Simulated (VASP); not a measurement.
Set up this calculation in VASP 6.6.1, as the native input.

```yaml
Task: single point
Functional: PBEsol
Potentials_or_basis: VASP PAW PBE potentials, release 64 (Ta_pv, C)
Cutoff: 520 eV
k_mesh: 6 × 6 × 6
Occupations: fermi-dirac, width 0.05 eV
Spin: no spin polarisation
Dipole_correction: no
Further_INCAR_settings: ALGO = Normal; EDIFF = 1e-06; NBANDS = 37
```

The structure of Ta4C3 lies in POSCAR:

```
Ta4C3
1.0
    4.3852022704      0.0000000000      0.0000000000
    0.0000000000      4.3852022704      0.0000000000
    0.0000000000      0.0000000000      4.3852022704
Ta C
4 3
Direct
    0.0000000000      0.0000000000      0.0000000000
    0.5000000000      0.5000000000      0.0000000000
    0.5000000000      0.0000000000      0.5000000000
    0.0000000000      0.5000000000      0.5000000000
    0.0000000000      0.0000000000      0.5000000000
    0.0000000000      0.5000000000      0.0000000000
    0.5000000000      0.0000000000      0.0000000000
```

This cell differs from its parent crystal: volume scaled by 0.96.

These files were run (other wordings do the same):

INCAR

```
SYSTEM = Ta4C3
ALGO = Normal
EDIFF = 1E-6
ENCUT = 520
GGA = PS
ISIF = 2
ISMEAR = -1
LASPH = .TRUE.
LCHARG = .FALSE.
LREAL = .FALSE.
LWAVE = .FALSE.
NBANDS = 37
NELM = 100
PREC = Accurate
SIGMA = 0.05
```

KPOINTS

```
k-points
0
G
  6 6 6
  0 0 0
```

Potentials or basis: VASP PAW PBE potentials, release 64 (Ta_pv, C).

Launch:

```console
$ cat potpaw_PBE.64/Ta_pv/POTCAR potpaw_PBE.64/C/POTCAR > POTCAR
$ mpirun -np 1 vasp_std > vasp.out
```

It gave:

| Quantity | Value |
| --- | --- |
| Pressure | 4.5 GPa |
| Band gap on the k mesh | zero (band 28 reaches 7.68 eV, above the bottom of band 29 at 6.46 eV) |

Caveat: the PAW data sets were made with another functional, which shifts forces and pressure a little; spin-orbit coupling is left out, which moves the levels of the heavy elements.

Run time: 32 s on 1 thread of Intel(R) Xeon(R) Platinum 8559C (Emerald Rapids), on a shared host, peak memory 0.22 GiB.
